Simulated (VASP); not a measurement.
# Ti in VASP: a series of runs

Ti is run at these levels: PBEsol; tasks: single point.

Everything below comes from runs of VASP 6.6.1. Logs are shortened: lines on timing, memory, paths and dates and some standing lists are left out, and cuts for length are marked.

**1. The cell of the first run**

It takes space group P6/mmm (No. 191, hexagonal). Conventional cell: a = 4.600 Å, b = 4.600 Å, c = 2.820 Å, α = 90.00°, β = 90.00°, γ = 120.00°. Ti (site symmetry 6/mmm) has 14 Ti at 2.82 to 3.01 Å within 3.7 Å. Within 3.5 Å of Ti (site symmetry -6m2) lie 11 Ti at 2.66 to 3.01 Å.

This isn't the form of Ti at room conditions, which is hcp.

**2. Single point, PBEsol**

Contents of INCAR:

```
PREC = Accurate
ENCUT = 520
EDIFF = 1E-6
ISMEAR = 1
SIGMA = 0.05
LREAL = F
LASPH = T
NELM = 80
ALGO = Normal
ISIF = 2
LWAVE = F
LCHARG = F
GGA = PS
NBANDS = 25
```

Contents of KPOINTS:

```
regular mesh
0
Gamma
  7 7 10
```

Contents of POSCAR:

```
Ti
1.0
    4.6000000000      0.0000000000      0.0000000000
   -2.3000000000      3.9837200000      0.0000000000
    0.0000000000      0.0000000000      2.8200000000
Ti
3
Direct
    0.0000000000      0.0000000000      0.0000000000
    0.3333333333      0.6666666667      0.5000000000
    0.6666666667      0.3333333333      0.5000000000
```

Potentials or basis: VASP PAW PBE potentials, release 64 (Ti_sv).

Started as:

```
> cat potpaw_PBE.64/Ti_sv/POTCAR > POTCAR
> mpirun -np 1 vasp_std > vasp.out
```

OUTCAR:

```text
PREC = Accurate
   ENCUT = 520
   EDIFF = 1E-6
   ISMEAR = 1
   LREAL = F
   LASPH = T
   NELM = 80
   ISIF = 2
   GGA = PS

 ion  position               nearest neighbor table
   1  0.000  0.000  0.000-
   2  0.333  0.667  0.500-   3 2.66   3 2.66   3 2.66
   3  0.667  0.333  0.500-   2 2.66   2 2.66   2 2.66

  LATTYP: Found a hexagonal cell.
 ALAT       =     4.6000000000
 C/A-ratio  =     0.6130434783

  Lattice vectors:

 A1 = (   4.6000000000,   0.0000000000,   0.0000000000)
 A2 = (  -2.3000000000,   3.9837200000,   0.0000000000)
 A3 = (   0.0000000000,   0.0000000000,   2.8200000000)

Analysis of symmetry for initial positions (statically):
=====================================================================
 Subroutine PRICEL returns:
 Original cell was already a primitive cell.

 Routine SETGRP: Setting up the symmetry group for a
 hexagonal supercell.

 Subroutine GETGRP returns: Found 24 space group operations
 (whereof 24 operations were pure point group operations)
 out of a pool of 24 trial point group operations.

The static configuration has the point symmetry D_6h.

Analysis of symmetry for dynamics (positions and initial velocities):
=====================================================================
 Subroutine PRICEL returns:
 Original cell was already a primitive cell.

 Routine SETGRP: Setting up the symmetry group for a
 hexagonal supercell.

 Subroutine GETGRP returns: Found 24 space group operations
 (whereof 24 operations were pure point group operations)
 out of a pool of 24 trial point group operations.

The dynamic configuration has the point symmetry D_6h.

 Subroutine INISYM returns: Found 24 space group operations
 (whereof 24 operations are pure point group operations),
 and found     1 'primitive' translations

----------------------------------------------------------------------------------------

                                     Primitive cell

  volume of cell :      51.6768

  direct lattice vectors                    reciprocal lattice vectors
     4.600000000  0.000000000  0.000000000     0.217391304  0.125510829  0.000000000
    -2.300000000  3.983720000  0.000000000     0.000000000  0.251021658  0.000000000
[... 82 lines left out ...]
   LNONCOLLINEAR =      F non collinear calculations
   LSORBIT =      F    spin-orbit coupling
   LASPH  =      T    aspherical Exc in radial PAW
   ENCUT  =  520.0 eV  38.22 Ry    6.18 a.u.   8.55  8.55  5.24*2*pi/ulx,y,z
   NELM   =     80;   NELMIN=  2; NELMDL= -5     # of ELM steps
   EDIFF  = 0.1E-05   stopping-criterion for ELM
   LREAL  =      F    real-space projection
   EDIFFG = 0.1E-04   stopping-criterion for IOM
   NSW    =      0    number of steps for IOM
   IBRION =     -1    ionic relax: 0-MD 1-quasi-New 2-CG
   NFREE  =      0    steps in history (QN), initial steepest desc. (CG)
   ISIF   =      2    stress and relaxation
   ISYM   =      2    0-nonsym 1-usesym 2-fastsym
   POTIM  = 0.5000    time-step for ionic-motion
   TEBEG  =    0.0;   TEEND  =   0.0 temperature during run
   PSTRESS=    0.0 pullay stress
   NELECT =      36.0000    total number of electrons
   NUPDOWN=      -1.0000    fix difference up-down
   EMIN   =  10.00;   EMAX   =-10.00  energy-range for DOS
   EFERMI =   0.00;   METHOD = LEGACY
   ISMEAR =     1;   SIGMA  =   0.05  broadening in eV -4-tet -1-fermi 0-gaus
   EFERMI_NEDOS =   21; number of points for ismear=-14 and -15
   IALGO  =     38    algorithm
   IMIX   =      4    mixing-type and parameters
     AMIX     =   0.40;   BMIX     =  1.00
     AMIX_MAG =   1.60;   BMIX_MAG =  1.00
  volume/ion in A,a.u.               =      17.23       116.24
  Fermi-wavevector in a.u.,A,eV,Ry     =   1.451255  2.742474 28.655792  2.106141
  Thomas-Fermi vector in A             =   2.568773
   LORBIT       =      0    0 simple, 1 ext, 2 COOP (PROOUT), +10 PAW based schemes
   GGA     = PS    functional components
   LHFCALC =     F    Hartree Fock is set to
   AEXX    =    0.0000 exact exchange contribution
   IVDW    =     0    specifies the selected vdW correction
   LEPSILON=     F    determine dielectric tensor
   LRPA    =     F    only Hartree local field effects (RPA)
 non-spin polarized calculation
 Methfessel and Paxton  Order N= 1 SIGMA  =   0.05
  energy-cutoff  :      520.00
  volume of cell :       51.68
 maximum number of plane-waves:      1420
 NGX is ok and might be reduce to    36
   NGX = 17   NGY = 17   NGZ = 11

 number of electron      35.9999981 magnetization

 Free energy of the ion-electron system (eV)
  ---------------------------------------------------
  ext. energy  EPLUGINS =         0.00000000
  ---------------------------------------------------
  free energy    TOTEN  =       -25.02042030 eV

  energy without entropy =      -25.02038726  energy(sigma->0) =      -25.02040929

 E-fermi :   8.1710     XC(G=0): -11.6750

 val. band max:        8.1661828563   @ k =   0.2857   0.0000   0.1000
 cond. band min:       8.1782544517   @ k =   0.2857   0.1429   0.0000
 fundamental gap:      0.0120715954
 Fermi energy:         8.1710068651

 k-point     1 :       0.0000    0.0000    0.0000
  band No.  band energies     occupation
      1     -48.4932      2.00000
      2     -48.2216      2.00000
      3     -48.0630      2.00000
      4     -24.9073      2.00000
      5     -24.9073      2.00000
      6     -24.7782      2.00000
[... 661 lines left out ...]
     24      10.6602      0.00000
     25      10.7371      0.00000

 [... further k-points ...]

------------------------ aborting loop because EDIFF is reached ----------------------------------------

  FORCE on cell =-STRESS in cart. coord.  units (eV):
  Direction    XX          YY          ZZ          XY          YZ          ZX
  --------------------------------------------------------------------------------------
  -------------------------------------------------------------------------------------
  Total       -1.8238438     -1.8238467     -1.3241538      0.0000000      0.0000000      0.0000000
  in kB      -56.5460781    -56.5461673    -41.0537920      0.0000000      0.0000000      0.0000000
  external PRESSURE =     -51.3820125 kB  Pullay stress =       0.0000000 kB

 VOLUME and BASIS-vectors are now :
 -----------------------------------------------------------------------------
  energy-cutoff  :      520.00
  volume of cell :       51.68
      direct lattice vectors                 reciprocal lattice vectors
     4.600000000  0.000000000  0.000000000     0.217391304  0.125510829  0.000000000
    -2.300000000  3.983720000  0.000000000     0.000000000  0.251021658  0.000000000
     0.000000000  0.000000000  2.820000000     0.000000000  0.000000000  0.354609929

 POSITION                                       TOTAL-FORCE (eV/Angst)
 -----------------------------------------------------------------------------------
      0.00000      0.00000      0.00000         0.000000      0.000000      0.000000
     -0.00000      2.65581      1.41000         0.000000     -0.000000     -0.000000
      2.30000      1.32791      1.41000        -0.000000      0.000000      0.000000
 -----------------------------------------------------------------------------------
    total drift:                                0.000000      0.000000     -0.000000

  FREE ENERGIE OF THE ION-ELECTRON SYSTEM (eV)
  ---------------------------------------------------
  free  energy   TOTEN  =       -25.0204203033 eV

  energy  without entropy=      -25.0203872638  energy(sigma->0) =      -25.02040929
```

stdout:

```text
POSCAR found type information on POSCAR Ti
 POSCAR found :  1 types and       3 ions
 scaLAPACK will be used
 -----------------------------------------------------------------------------
|                                                                             |
|                                                                             |
|     You enforced a specific xc type in the INCAR file but a different       |
|     I HOPE YOU KNOW WHAT YOU ARE DOING!                                     |
|                                                                             |
 -----------------------------------------------------------------------------

 LDA part: xc-table for (Slater+PW92), standard interpolation
 POSCAR, INCAR and KPOINTS ok, starting setup
 FFT: planning ... GRIDC
 FFT: planning ... GRID_SOFT
 FFT: planning ... GRID
 WAVECAR not read
 entering main loop
```

Run time: 89 s. Hardware: 1 thread of AMD EPYC 7R13, shared host; peak memory 0.17 GiB.

Results:

```yaml
Free_energy: -25.0204 eV
Pressure: -5.1 GPa
Band_gap_on_the_k_mesh: zero (bands 18 and 19 overlap by 0.23 eV)
```

Caveat: the cell stands under tension; the PAW data sets were made with another functional, which shifts forces and pressure a little.

**3. Single point, PBEsol**

Contents of INCAR:

```
SYSTEM = Ti
ALGO     = Normal         ! electronic algorithm
EDIFF    = 1E-6           ! SCF threshold, eV
ENCUT    = 520            ! plane-wave cutoff, eV
GGA      = PS             ! functional
ISIF     = 2              ! what is computed and relaxed
ISMEAR   = 1              ! smearing method
LASPH    = .TRUE.         ! aspherical terms in the spheres
LCHARG   = .FALSE.        ! write CHGCAR
LREAL    = .FALSE.        ! projectors in reciprocal space
LWAVE    = .FALSE.        ! write WAVECAR
NBANDS   = 25             ! bands
NELM     = 100            ! most SCF steps
PREC     = Accurate       ! precision mode
SIGMA    = 0.05           ! smearing width, eV
```

Contents of KPOINTS:

```
k-points
0
G
  7 7 10
  0 0 0
```

POSCAR is that of step 2.

Potentials or basis: VASP PAW PBE potentials, release 64 (Ti_sv).

Started as:

```
> cat potpaw_PBE.64/Ti_sv/POTCAR > POTCAR
> mpirun -np 1 vasp_std > vasp.out
```

It took 1.7 min on 1 thread of AMD EPYC 7R13, shared host; peak memory 0.17 GiB.

It converged, with:

```
Free energy            : -25.0204 eV
Pressure               : -5.1 GPa
Band gap on the k mesh : zero (bands 18 and 19 overlap by 0.23 eV)
```

Stress tensor (GPa, compression positive):
```
-5.65  0.00  0.00
 0.00 -5.65  0.00
 0.00  0.00 -4.11
```

Levels at points of the mesh, in eV from the Fermi level:
```csv
k point,band 15,band 16,band 17,band 18,band 19,band 20,band 21,band 22
"(0.00, 0.00, 0.00)",-0.71,-0.71,-0.61,-0.61,-0.07,0.62,1.28,1.28
"(0.00, 0.00, 0.50)",-2.05,-1.67,-1.59,-1.59,1.03,1.03,1.25,1.25
```

Caveat: the cell stands under tension; the PAW data sets were made with another functional, which shifts forces and pressure a little.

**4. Single point, PBEsol**

This run uses another cell than the first one, of 16.65 Å³/atom.

Contents of INCAR:

```
SYSTEM = Ti
ALGO = Normal ; EDIFF = 1E-6
ENCUT = 520 ; GGA = PS
ISIF = 2 ; ISMEAR = 1
LASPH = .True. ; LCHARG = .True.
LELF = .True. ; LREAL = .False.
LVHAR = .True. ; LWAVE = .False.
NBANDS = 25 ; NELM = 60
PREC = Accurate ; SIGMA = 0.05
```

Contents of KPOINTS:

```
k-points
0
Gamma
  7 7 10
  0 0 0
```

Contents of POSCAR:

```
Ti
1.0
    4.5998976873      0.0309509132      0.0000000000
   -2.2731445665      3.8767262782      0.0000000000
    0.0000000000      0.0000000000      2.7892893981
Ti
3
Direct
    0.0000000000      0.0000000000      0.0000000000
    0.3333688107      0.6670382701      0.5000000000
    0.6666311893      0.3329617299      0.5000000000
```

Potentials or basis: VASP PAW PBE potentials, release 64 (Ti_sv).

Started as:

```
> cat potpaw_PBE.64/Ti_sv/POTCAR > POTCAR
> mpirun -np 1 vasp_std > vasp.out
```

OUTCAR:

```text
SYSTEM = Ti
   EDIFF = 1E-6
   ENCUT = 520
   GGA = PS
   ISIF = 2
   ISMEAR = 1
   LASPH = .True.
   LREAL = .False.
   NELM = 60
   PREC = Accurate

 ion  position               nearest neighbor table
   1  0.000  0.000  0.000-
   2  0.333  0.667  0.500-   3 2.59   3 2.63   3 2.66
   3  0.667  0.333  0.500-   2 2.59   2 2.63   2 2.66

  Warning from LATTYP: Monoclinic adjustment (A1->A3, A2->A1, A3->A2)!
  Warning from LATTYP: Got some problem with cell dimensions!
  Tried to take original basis but could not verify dimensions!
  LATTYP: Found a simple monoclinic cell.
[... 871 lines left out ...]
  FORCE on cell =-STRESS in cart. coord.  units (eV):
  Direction    XX          YY          ZZ          XY          YZ          ZX
  --------------------------------------------------------------------------------------
  -------------------------------------------------------------------------------------
  Total       -1.0497994     -0.2231255     -0.0623482     -0.2541295      0.0000000      0.0000000
  in kB      -33.6821605     -7.1588441     -2.0004024     -8.1535876      0.0000000      0.0000000
  external PRESSURE =     -14.2804690 kB  Pullay stress =       0.0000000 kB

 VOLUME and BASIS-vectors are now :
 -----------------------------------------------------------------------------
  energy-cutoff  :      520.00
  volume of cell :       49.94
      direct lattice vectors                 reciprocal lattice vectors
     4.599897687  0.030950913  0.000000000     0.216541803  0.126970745  0.000000000
    -2.273144567  3.876726278  0.000000000    -0.001728821  0.256935896  0.000000000
     0.000000000  0.000000000  2.789289398     0.000000000  0.000000000  0.358514251

 POSITION                                       TOTAL-FORCE (eV/Angst)
 -----------------------------------------------------------------------------------
      0.00000      0.00000      0.00000        -0.000000     -0.000000      0.000000
      0.01719      2.59624      1.39464         0.000719     -0.000784      0.000000
      2.30957      1.31143      1.39464        -0.000719      0.000784      0.000000
 -----------------------------------------------------------------------------------
    total drift:                               -0.000000      0.000000     -0.000000

  FREE ENERGIE OF THE ION-ELECTRON SYSTEM (eV)
  ---------------------------------------------------
  free  energy   TOTEN  =       -25.0500140617 eV

  energy  without entropy=      -25.0499441476  energy(sigma->0) =      -25.04999076
```

stdout:

```text
POSCAR found type information on POSCAR Ti
 POSCAR found :  1 types and       3 ions
 scaLAPACK will be used
 -----------------------------------------------------------------------------
|                                                                             |
|                                                                             |
|     You enforced a specific xc type in the INCAR file but a different       |
|     I HOPE YOU KNOW WHAT YOU ARE DOING!                                     |
|                                                                             |
 -----------------------------------------------------------------------------

 LDA part: xc-table for (Slater+PW92), standard interpolation
 POSCAR, INCAR and KPOINTS ok, starting setup
 FFT: planning ... GRIDC
 FFT: planning ... GRID_SOFT
 FFT: planning ... GRID
 WAVECAR not read
 entering main loop
```

It took 4.4 min on 1 thread of AMD EPYC 7R13, shared host; peak memory 0.25 GiB.

Results:

- Free energy: -25.0500 eV
- Pressure: -1.4 GPa
- Band gap on the k mesh: zero (bands 18 and 19 overlap by 0.32 eV)

Stress tensor (GPa, compression positive):
```
-3.37 -0.82  0.00
-0.82 -0.72  0.00
 0.00  0.00 -0.20
```

Levels at points of the mesh, in eV from the Fermi level:
```
           k point  band 16  band 17  band 18  band 19  band 20  band 21
(0.00, 0.00, 0.00)    -0.76    -0.63    -0.49    -0.07     0.64     1.14
(0.00, 0.00, 0.50)    -1.72    -1.68    -1.64     1.01     1.08     1.22
```

Caveat: the PAW data sets were made with another functional, which shifts forces and pressure a little.

**5. Single point, PBEsol**

This run uses another cell than the first one, of 16.65 Å³/atom.

Contents of INCAR:

```
SYSTEM = Ti
ALGO = Normal ; EDIFF = 1E-7
ENCUT = 520 ; GGA = PS
ISIF = 2 ; ISMEAR = 1
LASPH = .True. ; LCHARG = .False.
LREAL = .False. ; LWAVE = .False.
NBANDS = 25 ; NELM = 80
PREC = Accurate ; SIGMA = 0.05
```

KPOINTS is that of step 4.

Contents of POSCAR:

```
Ti
1.0
    4.5998976873      0.0309509124      0.0000000000
   -2.2731445672      3.8767262810      0.0000000000
    0.0000000000      0.0000000000      2.7892893963
Ti
3
Direct
    0.0000000000      0.0000000000      0.0000000000
    0.3333688096      0.6670382732      0.5000000000
    0.6666311904      0.3329617268      0.5000000000
```

Started as:

```
> cat potpaw_PBE.64/Ti_sv/POTCAR > POTCAR
> mpirun -np 1 vasp_std > vasp.out
```

Run time: 4.6 min. Hardware: 1 thread of AMD EPYC 7R13, shared host; peak memory 0.25 GiB.

It converged, with:

```yaml
Free_energy: -25.0500 eV
Pressure: -1.4 GPa
Band_gap_on_the_k_mesh: zero (bands 18 and 19 overlap by 0.32 eV)
```

Stress tensor (GPa, compression positive):
```
-3.38 -0.81  0.00
-0.81 -0.73  0.00
 0.00  0.00 -0.21
```

Levels at points of the mesh, in eV from the Fermi level:
```tsv
k point	band 16	band 17	band 18	band 19	band 20	band 21
(0.00, 0.00, 0.00)	-0.76	-0.63	-0.49	-0.07	0.64	1.14
(0.00, 0.00, 0.50)	-1.72	-1.68	-1.64	1.01	1.08	1.22
```

Caveat: the PAW data sets were made with another functional, which shifts forces and pressure a little.
